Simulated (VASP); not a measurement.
Set up this calculation in VASP 6.6.1, as the native input.

```yaml
Task: single point
Functional: PBE
Potentials_or_basis: VASP PAW PBE potentials, release 64 (Ga_d, N)
Cutoff: 520 eV
k_mesh: 6 × 6 × 8
Occupations: fermi-dirac, width 0.05 eV
Spin: no spin polarisation
Dipole_correction: no
Further_INCAR_settings: ALGO = Normal; EDIFF = 1e-06; NBANDS = 16
```

The structure of GaN lies in POSCAR:

```
GaN
1.0
    5.2992086826      0.0000000000      0.0000000000
   -2.6496043413      4.5892473619      0.0000000000
    0.0000000000      0.0000000000      3.4347116949
Ga N
1 1
Direct
    0.0000000000      0.0000000000      0.5000000000
    0.0000000000      0.0000000000      0.0000000000
```

The input as run:

INCAR

```
SYSTEM = GaN
ALGO     = Normal         ! electronic algorithm
EDIFF    = 1E-6           ! SCF threshold, eV
ENCUT    = 520            ! plane-wave cutoff, eV
GGA      = PE             ! functional
ISIF     = 2              ! what is computed and relaxed
ISMEAR   = -1             ! smearing method
LASPH    = .True.         ! aspherical terms in the spheres
LCHARG   = .False.        ! write CHGCAR
LREAL    = .False.        ! projectors in reciprocal space
LWAVE    = .False.        ! write WAVECAR
NBANDS   = 16             ! bands
NELM     = 80             ! most SCF steps
PREC     = Accurate       ! precision mode
SIGMA    = 0.05           ! smearing width, eV
```

KPOINTS

```
k-points
0
Gamma
  6 6 8
  0 0 0
```

Potentials or basis: VASP PAW PBE potentials, release 64 (Ga_d, N).

Launch:

```console
$ cat potpaw_PBE.64/Ga_d/POTCAR potpaw_PBE.64/N/POTCAR > POTCAR
$ mpirun -np 1 vasp_std > vasp.out
```

It gave:

```json
{
  "Pressure": "-1.9 GPa",
  "Band gap on the k mesh": "0.99 eV, indirect (least direct gap 2.60 eV)"
}
```

It took 36 s on 1 thread of Intel(R) Xeon(R) Platinum 8488C (Sapphire Rapids) (shared host), peak memory 0.21 GiB.
